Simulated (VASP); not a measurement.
The system is InBAs2.

```
B As In
1.0
    -2.65085    2.65085    5.30169
     2.65085   -2.65085    5.30169
     2.65085    2.65085   -5.30169
B As In
2 4 2
Direct
  0.00000 0.00000 0.00000
  0.75000 0.25000 0.50000
  0.37500 0.37500 0.50000
  0.12500 0.62500 0.00000
  0.87500 0.87500 0.50000
  0.62500 0.12500 0.00000
  0.50000 0.50000 0.00000
  0.25000 0.75000 0.50000
```

* Program: VASP 6.6.1
* Task: relaxation of cell and atoms
* Functional: PBE
* Potentials or basis: VASP PAW PBE potentials, release 64 (B, As, In_d)
* Cutoff: 600 eV
* k mesh: 6 × 6 × 6
* Occupations: fermi-dirac, width 0.02 eV
* Spin: no spin polarisation

At the start: pressure 22.4 GPa; volume 18.63 Å³/atom.

Question: How do energy, volume and symmetry change on relaxing?

Answer: Over 17 steps the energy falls by 764.7 meV/atom and the volume is 20.35 Å³/atom (+9.2 %); space group I-42d (No. 122, to 0.1 Å) before and after.

The path:
```tsv
step	energy change (eV)	largest force (eV/Å)	pressure (GPa)	volume (Å³)
1	0.0000	6.8774	22.43	149.02
2	-3.7163	0.3853	-10.97	212.64
3	-4.6925	1.6682	-6.20	187.14
4	-4.6960	1.7584	-5.82	185.91
5	-5.7452	0.9990	-2.86	171.77
6	-6.0588	0.1523	1.38	160.58
7	-6.1044	0.0950	-0.22	163.39
8	-6.1052	0.1291	-0.44	163.81
9	-6.1150	0.0811	0.00	162.81
10	-6.1164	0.0564	0.22	162.30
11	-6.1164	0.0542	0.24	162.26
12	-6.1171	0.0141	-0.11	162.98
13	-6.1172	0.0223	-0.04	162.83
14	-6.1173	0.0045	0.01	162.74
15	-6.1173	0.0012	0.02	162.72
16	-6.1173	0.0006	0.02	162.71
17	-6.1173	0.0016	-0.01	162.78
```

Final structure:
```cif
data_structure
_symmetry_space_group_name_H-M 'P 1'
_symmetry_Int_Tables_number 1
_cell_length_a 6.5187
_cell_length_b 6.5187
_cell_length_c 6.5187
_cell_angle_alpha 129.031
_cell_angle_beta 129.031
_cell_angle_gamma 74.961
_cell_volume 162.78
loop_
_atom_site_label
_atom_site_type_symbol
_atom_site_fract_x
_atom_site_fract_y
_atom_site_fract_z
_atom_site_occupancy
B1 B 0.00000 0.00000 0.00000 1
B2 B 0.75000 0.25000 0.50000 1
As1 As 0.37500 0.29659 0.42159 1
As2 As 0.04659 0.62500 0.92159 1
As3 As 0.87500 0.95341 0.57841 1
As4 As 0.70341 0.12500 0.07841 1
In1 In 0.50000 0.50000 0.00000 1
In2 In 0.25000 0.75000 0.50000 1
```
